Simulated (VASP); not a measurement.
Here is a VASP 6.6.1 calculation.

Contents of INCAR:

```
PREC     = Accurate       # precision mode
ENCUT    = 520            # plane-wave cutoff, eV
EDIFF    = 1E-7           # SCF threshold, eV
ISMEAR   = 0              # smearing method
SIGMA    = 0.15           # smearing width, eV
LREAL    = F              # projectors in reciprocal space
LASPH    = T              # aspherical terms in the spheres
NELM     = 60             # most SCF steps
ALGO     = Normal         # electronic algorithm
ISIF     = 2              # what is computed and relaxed
LWAVE    = F              # write WAVECAR
LCHARG   = F              # write CHGCAR
GGA      = PS             # functional
IVDW     = 12             # dispersion correction
NBANDS   = 16             # bands
```

Contents of KPOINTS:

```
regular mesh
0
Gamma
  18 18 6
```

POSCAR

```
C
1.0
    2.4580081303     -0.2765259146      0.0000000000
   -1.4684825321      2.2669604409      0.0000000000
    0.0000000000      0.0000000000      6.1194527675
C
4
Direct
    0.0000000000      0.0000000000      0.0025000000
    0.0000000000      0.0000000000      0.5025000000
    0.3333333333      0.6666666667      0.0025000000
    0.6666666667      0.3333333333      0.5025000000
```

Potentials or basis: VASP PAW PBE potentials, release 64 (C).

Launch:

```console
$ cat potpaw_PBE.64/C/POTCAR > POTCAR
$ mpirun -np 1 vasp_std > vasp.out
```

Question: Estimate the pressure.

Answer: 24.3 GPa.

Question: Estimate the dispersion energy per atom.

Answer: -0.109 eV.

Question: Estimate the largest force.

Answer: 3.723 eV/Å.

Forces on the atoms (eV/Å):
```
C    3.335  1.506  0.000
C   -3.335 -1.506  0.000
C   -3.398 -1.523  0.000
C    3.398  1.523  0.000
```

Caveat: the cell differs from its parent crystal (engineering shear strain xy -0.2250, normal strain along z -0.0700); the stress differs along the axes, from 4 to 36 GPa; the PAW data sets were made with another functional, which shifts forces and pressure a little.
